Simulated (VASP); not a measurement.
# Re (P6_3/mmc) in VASP: settings compared

Re is run at these levels: r2SCAN+D4, revPBE+D3(BJ); tasks: single point.

Program: VASP 6.6.1. These are calculated values, not measurements. Logs are shortened: lines on timing, memory, paths and dates and some standing lists are left out, and cuts for length are marked.

## (1) The cell of the first run

Symmetry: P6_3/mmc, No. 194, hexagonal system. Conventional cell: a = 2.815 Å, b = 2.815 Å, c = 4.546 Å, α = 90.00°, β = 90.00°, γ = 120.00°. Within 3.7 Å of Re (site symmetry -6m2) lie 12 Re at 2.79 to 2.81 Å.

## (2) Single point, r2SCAN+D4

POSCAR reads:

```
Re
1.0
    2.8149470801      0.0000000000      0.0000000000
   -1.4074735401      2.4378156817      0.0000000000
    0.0000000000      0.0000000000      4.5456378849
Re
2
Direct
    0.6666666667      0.3333333333      0.7500000000
    0.3333333333      0.6666666667      0.2500000000
```

INCAR.step1 reads:

```
PREC = Accurate
ENCUT = 520
ISMEAR = -1
SIGMA = 0.05
LREAL = F
LASPH = T
NELM = 100
NBANDS = 14
GGA = PE
ALGO = Normal
EDIFF = 1E-4
LWAVE = T
LCHARG = F
```

INCAR.step2 reads:

```
PREC = Accurate
ENCUT = 520
EDIFF = 1E-6
ISMEAR = -1
SIGMA = 0.05
LREAL = F
LASPH = T
NELM = 100
ALGO = Normal
ISIF = 2
LWAVE = F
LCHARG = F
METAGGA = R2SCAN
LMIXTAU = T
IVDW = 13
VDW_S6 = 1.0
VDW_S8 = 0.6018749
VDW_A1 = 0.51559235
VDW_A2 = 5.77342911
NBANDS = 14
ISTART = 1
```

KPOINTS reads:

```
regular mesh
0
Gamma
  11 11 6
```

Potentials or basis: VASP PAW PBE potentials, release 64 (Re).

The run is started by

```bash
$ cat potpaw_PBE.64/Re/POTCAR > POTCAR
$ cp INCAR.step1 INCAR
$ mpirun -np 1 vasp_std > vasp.out
$ cp INCAR.step2 INCAR
$ mpirun -np 1 vasp_std > vasp.out
```

OUTCAR:

```text
PREC = Accurate
   ENCUT = 520
   EDIFF = 1E-6
   ISMEAR = -1
   LREAL = F
   LASPH = T
   NELM = 100
   ISIF = 2
   METAGGA = R2SCAN
   IVDW = 13
   ISTART = 1

 ion  position               nearest neighbor table
   1  0.667  0.333  0.750-   2 2.79   2 2.79   2 2.79   2 2.79   2 2.79   2 2.79
   2  0.333  0.667  0.250-   1 2.79   1 2.79   1 2.79   1 2.79   1 2.79   1 2.79

  LATTYP: Found a hexagonal cell.
 ALAT       =     2.8149470801
 C/A-ratio  =     1.6148217908

  Lattice vectors:

 A1 = (   2.8149470801,   0.0000000000,   0.0000000000)
 A2 = (  -1.4074735401,   2.4378156817,   0.0000000000)
 A3 = (   0.0000000000,   0.0000000000,   4.5456378849)

Analysis of symmetry for initial positions (statically):
=====================================================================
 Subroutine PRICEL returns:
 Original cell was already a primitive cell.

 Routine SETGRP: Setting up the symmetry group for a
 hexagonal supercell.

 Subroutine GETGRP returns: Found 24 space group operations
 (whereof 12 operations were pure point group operations)
 out of a pool of 24 trial point group operations.

The static configuration has the point symmetry D_3d.
 The point group associated with its full space group is D_6h.

Analysis of symmetry for dynamics (positions and initial velocities):
=====================================================================
 Subroutine PRICEL returns:
 Original cell was already a primitive cell.

 Routine SETGRP: Setting up the symmetry group for a
 hexagonal supercell.

 Subroutine GETGRP returns: Found 24 space group operations
 (whereof 12 operations were pure point group operations)
 out of a pool of 24 trial point group operations.

The dynamic configuration has the point symmetry D_3d.
 The point group associated with its full space group is D_6h.

 Subroutine INISYM returns: Found 24 space group operations
 (whereof 12 operations are pure point group operations),
 and found     1 'primitive' translations

----------------------------------------------------------------------------------------

                                     Primitive cell

  volume of cell :      31.1936

  direct lattice vectors                    reciprocal lattice vectors
     2.814947080  0.000000000  0.000000000     0.355246465  0.205101642  0.000000000
    -1.407473540  2.437815682  0.000000000     0.000000000  0.410203285  0.000000000
     0.000000000  0.000000000  4.545637885     0.000000000  0.000000000  0.219991127

  length of vectors
     2.814947080  2.814947080  4.545637885     0.410203285  0.410203285  0.219991127

  position of ions in fractional coordinates (direct lattice)
     0.666666667  0.333333333  0.750000000
     0.333333333  0.666666667  0.250000000

  ion indices of the primitive-cell ions
   primitive index   ion index
                 1           1
                 2           2

----------------------------------------------------------------------------------------

 KPOINTS: regular mesh

Automatic generation of k-mesh.
 Grid dimensions read from file:
 generate k-points for:   11   11    6

 Generating k-lattice:

  Cartesian coordinates                     Fractional coordinates (reciprocal lattice)
     0.032295133  0.018645604  0.000000000     0.090909091  0.000000000  0.000000000
     0.000000000  0.037291208  0.000000000     0.000000000  0.090909091  0.000000000
     0.000000000  0.000000000  0.036665188     0.000000000  0.000000000  0.166666667

  Length of vectors
     0.037291208  0.037291208  0.036665188

  Shift w.r.t. Gamma in fractional coordinates (k-lattice)
     0.000000000  0.000000000  0.000000000

 Subroutine IBZKPT returns following result:
 ===========================================

 Found     64 irreducible k-points:

 Following reciprocal coordinates:
            Coordinates               Weight
  0.000000  0.000000  0.000000      1.000000
  0.090909  0.000000  0.000000      6.000000
  0.181818  0.000000  0.000000      6.000000
  0.272727  0.000000  0.000000      6.000000
  0.363636  0.000000  0.000000      6.000000
  0.454545  0.000000  0.000000      6.000000
[... 16 lines left out ...]
  0.090909  0.090909  0.166667     12.000000
  0.181818  0.090909  0.166667     24.000000
 [... further k-points ...]
   k-points           NKPTS =     64   k-points in BZ     NKDIM =     64   number of bands    NBANDS=     14
   number of dos      NEDOS =    301   number of ions     NIONS =      2
   total plane-waves  NPLWV =  20736
   dimension x,y,z NGX =    24 NGY =   24 NGZ =   36
   dimension x,y,z NGXF=    48 NGYF=   48 NGZF=   72
   ions per type =               2
   NGX,Y,Z   is equivalent  to a cutoff of  14.17, 14.17, 13.17 a.u.
   NGXF,Y,Z  is equivalent  to a cutoff of  28.35, 28.35, 26.33 a.u.
 SYSTEM =  unknown system
   PREC   = accura    normal or accurate (medium, high low for compatibility)
   ISTART =      1    job   : 0-new  1-cont  2-samecut
   ICHARG =      0    charge: 1-file 2-atom 10-const
   ISPIN  =      1    spin polarized calculation?
   LNONCOLLINEAR =      F non collinear calculations
   LSORBIT =      F    spin-orbit coupling
   LASPH  =      T    aspherical Exc in radial PAW
   ENCUT  =  520.0 eV  38.22 Ry    6.18 a.u.   5.23  5.23  8.45*2*pi/ulx,y,z
   NELM   =    100;   NELMIN=  2; NELMDL=  0     # of ELM steps
   EDIFF  = 0.1E-05   stopping-criterion for ELM
   LREAL  =      F    real-space projection
   EDIFFG = 0.1E-04   stopping-criterion for IOM
   NSW    =      0    number of steps for IOM
   IBRION =     -1    ionic relax: 0-MD 1-quasi-New 2-CG
   NFREE  =      0    steps in history (QN), initial steepest desc. (CG)
   ISIF   =      2    stress and relaxation
   ISYM   =      2    0-nonsym 1-usesym 2-fastsym
   POTIM  = 0.5000    time-step for ionic-motion
   TEBEG  =    0.0;   TEEND  =   0.0 temperature during run
   PSTRESS=    0.0 pullay stress
   NELECT =      14.0000    total number of electrons
   NUPDOWN=      -1.0000    fix difference up-down
   EMIN   =  10.00;   EMAX   =-10.00  energy-range for DOS
   EFERMI =   0.00;   METHOD = LEGACY
   ISMEAR =    -1;   SIGMA  =   0.05  broadening in eV -4-tet -1-fermi 0-gaus
   EFERMI_NEDOS =   21; number of points for ismear=-14 and -15
   IALGO  =     38    algorithm
   IMIX   =      4    mixing-type and parameters
     AMIX     =   0.40;   BMIX     =  1.00
     AMIX_MAG =   1.60;   BMIX_MAG =  1.00
  volume/ion in A,a.u.               =      15.60       105.25
  Fermi-wavevector in a.u.,A,eV,Ry     =   1.253417  2.368614 21.375485  1.571054
  Thomas-Fermi vector in A             =   2.387271
   LORBIT       =      0    0 simple, 1 ext, 2 COOP (PROOUT), +10 PAW based schemes
   METAGGA = R2SCAN    functional components
   LHFCALC =     F    Hartree Fock is set to
   AEXX    =    0.0000 exact exchange contribution
   IVDW    =    13    specifies the selected vdW correction
   LEPSILON=     F    determine dielectric tensor
   LRPA    =     F    only Hartree local field effects (RPA)
 non-spin polarized calculation
  energy-cutoff  :      520.00
  volume of cell :       31.19
 maximum number of plane-waves:       852
 NGX is ok and might be reduce to    24
   NGX = 11   NGY = 11   NGZ = 17

 number of electron      14.0000000 magnetization

 Free energy of the ion-electron system (eV)
  ---------------------------------------------------
  ext. energy  EPLUGINS =         0.00000000
  ---------------------------------------------------
  free energy    TOTEN  =      -104.78360982 eV

  energy without entropy =     -104.76731134  energy(sigma->0) =     -104.77546058

 E-fermi :   6.9794     XC(G=0): -14.6308

 val. band max:        6.9758632463   @ k =   0.2727   0.0000   0.5000
 cond. band min:       6.9836817351   @ k =   0.3636   0.0909   0.3333
 fundamental gap:      0.0078184887
 Fermi energy:         6.9793572923

 k-point     1 :       0.0000    0.0000    0.0000
  band No.  band energies     occupation
      1      -2.9547      2.00000
      2       0.4819      2.00000
      3       5.4839      2.00000
      4       5.5103      2.00000
      5       5.5103      2.00000
      6       6.2953      2.00000
      7       6.2953      2.00000
      8       7.1915      0.02831
      9       7.1915      0.02831
     10       7.4201      0.00030
     11      10.2288      0.00000
     12      10.2288      0.00000
     13      16.7426      0.00000
     14      21.7294      0.00000

 k-point     2 :       0.0909    0.0000    0.0000
  band No.  band energies     occupation
      1      -2.6256      2.00000
      2       0.7856      2.00000
      3       4.8848      2.00000
      4       5.8070      2.00000
      5       5.9667      2.00000
      6       6.1200      2.00000
      7       6.3202      2.00000
      8       6.5739      1.99940
      9       6.9564      1.22601
     10       7.0834      0.22197
     11      10.3783      0.00000
     12      11.4731      0.00000
     13      16.7038      0.00000
     14      22.4169      0.00000

 k-point     3 :       0.1818    0.0000    0.0000
  band No.  band energies     occupation
      1      -1.7107      2.00000
      2       1.5162      2.00000
      3       4.2226      2.00000
      4       4.7561      2.00000
      5       5.5256      2.00000
      6       6.4293      1.99997
      7       6.6670      1.99614
      8       6.6873      1.99420
      9       6.7767      1.96583
     10       7.3743      0.00074
     11      10.6719      0.00000
     12      13.6089      0.00000
     13      16.5002      0.00000
     14      23.4734      0.00000
[... 324 lines left out ...]
 k-point    23 :       0.0909    0.0909    0.1667
  band No.  band energies     occupation
      1      -1.7069      2.00000
      2       1.3552      2.00000
      3       4.3997      2.00000
      4       4.5314      2.00000
      5       5.5104      2.00000
      6       5.9923      2.00000
      7       6.1767      2.00000
      8       6.7634      1.97371
      9       7.4586      0.00014
     10       7.5104      0.00005
     11      10.4550      0.00000
     12      12.1640      0.00000
     13      18.0334      0.00000
     14      22.9893      0.00000

 k-point    24 :       0.1818    0.0909    0.1667
  band No.  band energies     occupation
      1      -0.6516      2.00000
      2       2.1517      2.00000
      3       3.5033      2.00000
      4       3.8833      2.00000
      5       5.1415      2.00000
      6       5.7829      2.00000
      7       6.3650      1.99999
      8       7.2990      0.00334
      9       7.9758      0.00000
     10       8.3362      0.00000
     11      10.5770      0.00000
     12      13.5311      0.00000
     13      18.0235      0.00000
     14      22.8149      0.00000

 [... further k-points ...]

------------------------ aborting loop because EDIFF is reached ----------------------------------------

  DFT-D4 for vdW energy calculation

  Edisp (eV):   -0.41391

  FORCE on cell =-STRESS in cart. coord.  units (eV):
  Direction    XX          YY          ZZ          XY          YZ          ZX
  --------------------------------------------------------------------------------------
  -------------------------------------------------------------------------------------
  Total      -4.39097    -4.39097    -4.21762     0.00000     0.00000    -0.00000
  in kB    -225.53022  -225.53022  -216.62651     0.00000     0.00000    -0.00000
  external pressure =     -222.56 kB  Pullay stress =        0.00 kB

 VOLUME and BASIS-vectors are now :
 -----------------------------------------------------------------------------
  energy-cutoff  :      520.00
  volume of cell :       31.19
      direct lattice vectors                 reciprocal lattice vectors
     2.814947080  0.000000000  0.000000000     0.355246465  0.205101642  0.000000000
    -1.407473540  2.437815682  0.000000000     0.000000000  0.410203285  0.000000000
     0.000000000  0.000000000  4.545637885     0.000000000  0.000000000  0.219991127

 POSITION                                       TOTAL-FORCE (eV/Angst)
 -----------------------------------------------------------------------------------
      1.40747      0.81261      3.40923        -0.000000      0.000000      0.000000
     -0.00000      1.62521      1.13641         0.000000     -0.000000      0.000000
 -----------------------------------------------------------------------------------
    total drift:                               -0.000000      0.000000     -0.000000

  FREE ENERGIE OF THE ION-ELECTRON SYSTEM (eV)
  ---------------------------------------------------
  free  energy   TOTEN  =      -105.1975159279 eV

  energy  without entropy=     -105.1812174524  energy(sigma->0) =     -105.18936669
```

Wall time 3.1 min (1 thread of Intel Xeon 8259CL, shared host); peak memory 0.18 GiB.

What came out:

* Free energy: -105.1975 eV
* Pressure: -22.3 GPa
* Band gap on the k mesh: zero (bands 7 and 8 overlap by 2.77 eV)
* Dispersion energy per atom: -0.207 eV

Levels at points of the mesh, in eV from the Fermi level:
```csv
k point,band 3,band 4,band 5,band 6,band 7,band 8,band 9,band 10,band 11,band 12
"(0.00, 0.00, 0.00)",-1.50,-1.47,-1.47,-0.68,-0.68,0.21,0.21,0.44,3.25,3.25
"(0.00, 0.00, 0.50)",-2.33,-2.33,-1.60,-1.60,-1.60,-1.60,2.45,2.45,2.45,2.45
```

Caveat: the cell stands under tension; the PAW data sets were made with another functional, which shifts forces and pressure a little; spin-orbit coupling is left out, which moves the levels of the heavy elements.

(Continued in part 2 of 2.)

The gap in the log of VASP goes by the Fermi energy; the results here count the filled bands.